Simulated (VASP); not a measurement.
Runs of VASP 6.6.1 on Nb. The structure is that of space group Pm-3m (No. 221), or close to it. The cells are those of the table. 

| task | cell | k mesh | cutoff (eV) | gap on the mesh (eV) | pressure (GPa) |
| --- | --- | --- | --- | --- | --- |
| single point | a = 2.613 Å, 1 atom | 13 × 13 × 13 | 520 | none | 13.4 |
| single point | a = 2.686 Å, 1 atom | 19 × 19 × 19 | 520 | none | -0.4 |
| relaxation of cell and atoms | relaxed from a = 2.688 Å, 1 atom | 12 × 12 × 12 | 600 | none | 0.0 |
| single point | a = 2.756 Å, 1 atom | 13 × 13 × 13 | 520 | none | -9.9 |
| single point | a = 2.574 Å, 1 atom | 13 × 13 × 13 | 520 | none | 22.8 |
| single point | a = 2.686 Å, 1 atom | 12 × 12 × 12 | 520 | none | -0.2 |
| single point | a = 2.650 Å, 1 atom | 13 × 13 × 13 | 520 | none | (b) |
| single point | a = 2.686 Å, 1 atom | 13 × 13 × 13 | 520 | none | (a) |
| single point | a = 2.790 Å, 1 atom | 13 × 13 × 13 | 520 | none | -13.3 |
| single point | a = 2.721 Å, 1 atom | 13 × 13 × 13 | 520 | none | -5.7 |

Alike in all rows: level PBEsol; potentials or basis VASP PAW PBE potentials, release 64 (Nb_sv); no spin polarisation; smearing fermi-dirac 0.1 eV.

Q: Estimate the missing entries.

A: (a) -0.6; (b) 5.7.

Caveats: the PAW data sets were made with another functional, which shifts forces and pressure a little.

A k mesh can miss the band edges, and the runs leave out spin-orbit coupling on Nb.

A gap of «none» marks levels without a gap at the run's occupations.
